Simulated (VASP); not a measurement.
# CdO (Monteponite) (Fm-3m) in VASP: a series of runs, part 2 of 2

VASP 6.6.1. Earlier steps stand in the parts before.

## 6. Single point, BLYP+D3(BJ)

Contents of INCAR:

```
SYSTEM = CdO
AGGAC    = 1.0          
AGGAX    = 1.0          
ALDAC    = 0.0          
ALDAX    = 1.0          
ALGO     = Normal         ! electronic algorithm
EDIFF    = 1E-6           ! SCF threshold, eV
ENCUT    = 600            ! plane-wave cutoff, eV
GGA      = B5             ! functional
GGA_COMPAT= .False.      
ISIF     = 2              ! what is computed and relaxed
ISMEAR   = -1             ! smearing method
IVDW     = 12             ! dispersion correction
LASPH    = .True.         ! aspherical terms in the spheres
LCHARG   = .True.         ! write CHGCAR
LELF     = .True.         ! ELF
LREAL    = .False.        ! projectors in reciprocal space
LVHAR    = .True.       
LWAVE    = .False.        ! write WAVECAR
NBANDS   = 16             ! bands
NELM     = 120            ! most SCF steps
PREC     = Accurate       ! precision mode
SIGMA    = 0.05           ! smearing width, eV
VDW_A1   = 0.4298       
VDW_A2   = 4.2359       
VDW_S6   = 1.0          
VDW_S8   = 2.6996
```

Contents of KPOINTS:

```
k-points
0
Gamma
  10 10 10
  0 0 0
```

Contents of POSCAR:

```
CdO
1.0
    0.0000000000      2.3495000000      2.3495000000
    2.3495000000      0.0000000000      2.3495000000
    2.3495000000      2.3495000000      0.0000000000
Cd O
1 1
Direct
    0.0000000000      0.0000000000      0.0000000000
    0.5000000000      0.5000000000      0.5000000000
```

Potentials or basis: VASP PAW PBE potentials, release 64 (Cd, O).

Started as:

```sh
> cat potpaw_PBE.64/Cd/POTCAR potpaw_PBE.64/O/POTCAR > POTCAR
> mpirun -np 1 vasp_std > vasp.out
```

OUTCAR:

```text
SYSTEM = CdO
   EDIFF = 1E-6
   ENCUT = 600
   GGA = B5
   ISIF = 2
   ISMEAR = -1
   IVDW = 12
   LASPH = .True.
   LREAL = .False.
   NELM = 120
   PREC = Accurate
 IVDW          = 12

 ion  position               nearest neighbor table
   1  0.000  0.000  0.000-   2 2.35   2 2.35   2 2.35   2 2.35   2 2.35   2 2.35
   2  0.500  0.500  0.500-   1 2.35   1 2.35   1 2.35   1 2.35   1 2.35   1 2.35

  LATTYP: Found a face centered cubic cell.
 ALAT       =     4.6990000000

  Lattice vectors:

 A1 = (   0.0000000000,   2.3495000000,   2.3495000000)
 A2 = (   2.3495000000,   0.0000000000,   2.3495000000)
 A3 = (   2.3495000000,   2.3495000000,   0.0000000000)

Analysis of symmetry for initial positions (statically):
=====================================================================
 Subroutine PRICEL returns:
 Original cell was already a primitive cell.

 Routine SETGRP: Setting up the symmetry group for a
 face centered cubic supercell.

 Subroutine GETGRP returns: Found 48 space group operations
 (whereof 48 operations were pure point group operations)
 out of a pool of 48 trial point group operations.

The static configuration has the point symmetry O_h .

Analysis of symmetry for dynamics (positions and initial velocities):
=====================================================================
 Subroutine PRICEL returns:
 Original cell was already a primitive cell.

 Routine SETGRP: Setting up the symmetry group for a
 face centered cubic supercell.

 Subroutine GETGRP returns: Found 48 space group operations
 (whereof 48 operations were pure point group operations)
 out of a pool of 48 trial point group operations.

The dynamic configuration has the point symmetry O_h .

 Subroutine INISYM returns: Found 48 space group operations
 (whereof 48 operations are pure point group operations),
 and found     1 'primitive' translations

----------------------------------------------------------------------------------------
[... 111 lines left out ...]
   IMIX   =      4    mixing-type and parameters
     AMIX     =   0.40;   BMIX     =  1.00
     AMIX_MAG =   1.60;   BMIX_MAG =  1.00
  volume/ion in A,a.u.               =      12.97        87.52
  Fermi-wavevector in a.u.,A,eV,Ry     =   1.449373  2.738918 28.581522  2.100683
  Thomas-Fermi vector in A             =   2.567107
   LORBIT       =      0    0 simple, 1 ext, 2 COOP (PROOUT), +10 PAW based schemes
   GGA     = B5    functional components
   LHFCALC =     F    Hartree Fock is set to
   AEXX    =    0.0000 exact exchange contribution
   IVDW    =    12    specifies the selected vdW correction
   LEPSILON=     F    determine dielectric tensor
   LRPA    =     F    only Hartree local field effects (RPA)
 non-spin polarized calculation
  energy-cutoff  :      600.00
  volume of cell :       25.94
 maximum number of plane-waves:       893
   NGX = 13   NGY = 13   NGZ = 13

 number of electron      18.0000002 magnetization

 Free energy of the ion-electron system (eV)
  ---------------------------------------------------
  ext. energy  EPLUGINS =         0.00000000
  ---------------------------------------------------
  free energy    TOTEN  =        -6.86738251 eV

  energy without entropy =       -6.86684449  energy(sigma->0) =       -6.86711350

 E-fermi :   2.5836     XC(G=0): -11.1584

 val. band max:        2.4175770502   @ k =   0.5000   0.0000   0.0000
 cond. band min:       3.1240255878   @ k =   0.1000   0.0000   0.0000
 fundamental gap:      0.7064485376
 Fermi energy:         2.5835800758

 k-point     1 :       0.0000    0.0000    0.0000
  band No.  band energies     occupation
      1     -14.8420      2.00000
      2      -4.3399      2.00000
      3      -4.3399      2.00000
      4      -4.3399      2.00000
      5      -4.0344      2.00000
      6      -4.0344      2.00000
[... 433 lines left out ...]
      3      -4.3875      2.00000
      4      -4.0483      2.00000
      5      -3.8762      2.00000
      6      -3.7538      2.00000
[... 8 lines left out ...]
     15      26.3367      0.00000
     16      26.9412      0.00000

 [... further k-points ...]

------------------------ aborting loop because EDIFF is reached ----------------------------------------

 Edisp (eV)   -1.29650

 E8    (eV) :    -0.9172

  FORCE on cell =-STRESS in cart. coord.  units (eV):
  Direction    XX          YY          ZZ          XY          YZ          ZX
  --------------------------------------------------------------------------------------
  -------------------------------------------------------------------------------------
  Total       0.89711     0.89711     0.89711     0.00000     0.00000    -0.00000
  in kB      55.41132    55.41132    55.41132     0.00000     0.00000    -0.00000
  external pressure =       55.41 kB  Pullay stress =        0.00 kB

 VOLUME and BASIS-vectors are now :
 -----------------------------------------------------------------------------
  energy-cutoff  :      600.00
  volume of cell :       25.94
      direct lattice vectors                 reciprocal lattice vectors
     0.000000000  2.349500000  2.349500000    -0.212811236  0.212811236  0.212811236
     2.349500000  0.000000000  2.349500000     0.212811236 -0.212811236  0.212811236
     2.349500000  2.349500000  0.000000000     0.212811236  0.212811236 -0.212811236

 POSITION                                       TOTAL-FORCE (eV/Angst)
 -----------------------------------------------------------------------------------
      0.00000      0.00000      0.00000         0.000000     -0.000000      0.000000
      2.34950      2.34950      2.34950        -0.000000      0.000000     -0.000000
 -----------------------------------------------------------------------------------
    total drift:                                0.000000      0.000000      0.000000

  FREE ENERGIE OF THE ION-ELECTRON SYSTEM (eV)
  ---------------------------------------------------
  free  energy   TOTEN  =        -8.1638870937 eV

  energy  without entropy=       -8.1633490711  energy(sigma->0) =       -8.16361808
```

Wall time 15 s (1 thread of Intel Xeon 6975P-C (Granite Rapids), shared host); peak memory 0.18 GiB.

Results:

```yaml
Free_energy: -8.1639 eV
Pressure: 5.5 GPa
Band_gap_on_the_k_mesh: zero (band 9 reaches 2.42 eV, above the bottom of band 10 at 2.14 eV)
Dispersion_energy_per_atom: -0.648 eV
```

Caveat: the PAW data sets were made with another functional, which shifts forces and pressure a little; pairwise dispersion overbinds metals, which lowers pressure and volume.

## 7. The runs side by side

```csv
level,cell,gap on the mesh (eV),pressure (GPa)
PBE+D4,"a = 3.323 Å, angles 60.0°, 2 atoms",none,3.8
PBEsol+D3(BJ),"a = 3.292 Å, angles 60.0°, 2 atoms",none,1.5
revPBE,"a = 3.300 Å, angles 60.0°, 2 atoms",none,14.2
BLYP+D3(BJ),"a = 3.300 Å, angles 60.0°, 2 atoms",none,8.9
BLYP+D3(BJ),"a = 3.323 Å, angles 60.0°, 2 atoms",none,5.5
```

Alike in all rows: task single point; potentials or basis VASP PAW PBE potentials, release 64 (Cd, O); no spin polarisation; k mesh 10 × 10 × 10; cutoff (eV) 600; smearing fermi-dirac 0.05 eV.

Caveats: pairwise dispersion overbinds metals, which lowers pressure and volume (some runs); the PAW data sets were made with another functional, which shifts forces and pressure a little (some runs).

Absolute energies hang on the potentials; compare differences alone.
